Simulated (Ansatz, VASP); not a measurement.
VH: VASP beside Ansatz

```
V H
1.0
     0.00000    1.78419    1.78419
     1.78419    0.00000    1.78419
     1.78419    1.78419    0.00000
V H
1 1
Direct
  0.00000 0.00000 0.00000
  0.50000 0.50000 0.50000
```

Change from the starting cell: volume scaled by 0.75, PAW files.

Alike in both runs: task electric field gradients; functional r2SCAN; k mesh 16 × 16 × 16; occupations fermi-dirac, width 0.05 eV; no spin polarisation.

```csv
,VASP,Ansatz
version,VASP 6.6.1,Ansatz 0.2.0
potentials or method,"VASP PAW PBE potentials, release 64 (V_sv, H)","PAW with Ansatz's default frozen-core files, scalar-relativistic"
plane-wave cutoff (eV),520,500
valence electrons in the cell,14,14
```

|  | VASP | Ansatz | Ansatz less VASP |
| --- | --- | --- | --- |
| pressure (GPa) | 105.7 | 103.6 | -2.13 |

VASP's potentials were made for PBE, not for r2SCAN. Both programs put the cell under a high pressure, so it lies far from rest at this level.

Noted on VASP's run: the cell as given lies far from equilibrium.
